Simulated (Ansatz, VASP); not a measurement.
## BeCd2Se3: VASP beside Ansatz

Contents of INCAR:

```
ALGO = Normal ; EDIFF = 1E-6
ENCUT = 520 ; GGA = PE
ISIF = 2 ; ISMEAR = 0
LASPH = T ; LCHARG = F
LREAL = F ; LWAVE = F
NBANDS = 31 ; NELM = 60
PREC = Accurate ; SIGMA = 0.1
```

KPOINTS

```
k-points
0
Gamma
  4 4 2
```

The input POSCAR:

```
BeCd2Se3
1.0
    3.8874966100      0.0000000000      0.0000000000
    0.0000000000      3.8874966100      0.0000000000
    0.0000000000      0.0000000000      8.4467669900
Be Cd Se
1 2 3
Direct
    0.0000000000      0.0000000000      0.0000000000
    0.5000000000      0.0000000000      0.2626059900
    0.0000000000      0.5000000000      0.7373940100
    0.5000000000      0.0000000000      0.6250519800
    0.0000000000      0.5000000000      0.3749480200
    0.5000000000      0.5000000000      0.0000000000
```

Input for Ansatz:

```yaml
crystal:
  lattice:
    - [3.88749661, 0.0, 0.0]
    - [0.0, 3.88749661, 0.0]
    - [0.0, 0.0, 8.44676699]
  atoms:
    - { symbol: Be, position: [0.0, 0.0, 0.0] }
    - { symbol: Cd, position: [0.5, 0.0, 0.26260599] }
    - { symbol: Cd, position: [0.0, 0.5, 0.73739401] }
    - { symbol: Se, position: [0.5, 0.0, 0.62505198] }
    - { symbol: Se, position: [0.0, 0.5, 0.37494802] }
    - { symbol: Se, position: [0.5, 0.5, 0.0] }
basis:
  ecutwfc: 420
kpoints:
  mp_grid: { grid: [4, 4, 2] }
hamiltonian:
  xc: pbe
scf:
  occupations: { method: gaussian, width: 0.1 }
  lower_state_search: "off"
output:
  forces: true
  stress: true
  eigenvalues: true
```

Change from the starting cell: species swapped into the Ti2CuSb3 type (P-4m2, No. 115).

Alike in both runs: task single point; functional PBE; k mesh 4 × 4 × 2; occupations gaussian, width 0.1 eV; no spin polarisation.

```csv
,VASP,Ansatz
version,VASP 6.6.1,Ansatz 0.2.0
potentials or method,"VASP PAW PBE potentials, release 64 (Be, Cd, Se), cutoff 520 eV","scalar-relativistic, plane waves, PAW"
valence electrons in the cell,44,90
```

Ansatz gave:

- gap on the k mesh at the Fermi level (eV): none
- pressure (GPa): -1.2
- traceless stress, the component that is largest in VASP (GPa): 3.65
- rms of the force components (eV/Å): 0.289

**Question.** Estimate VASP's values.

**Answer.** gap on the k mesh at the Fermi level (eV): none; pressure (GPa): -1.0; traceless stress, the component that is largest in VASP (GPa): 3.60; rms of the force components (eV/Å): 0.285.

Atom by atom the forces differ by 0.004 eV/Å (rms over components). A gap of «none» marks a metal or a gap that the smearing closes. VASP's potentials hold 44 valence electrons a cell and Ansatz's 90, so a difference there can come from the potentials and not from the codes.

The k mesh is coarse, so the values compare programs but aren't converged.
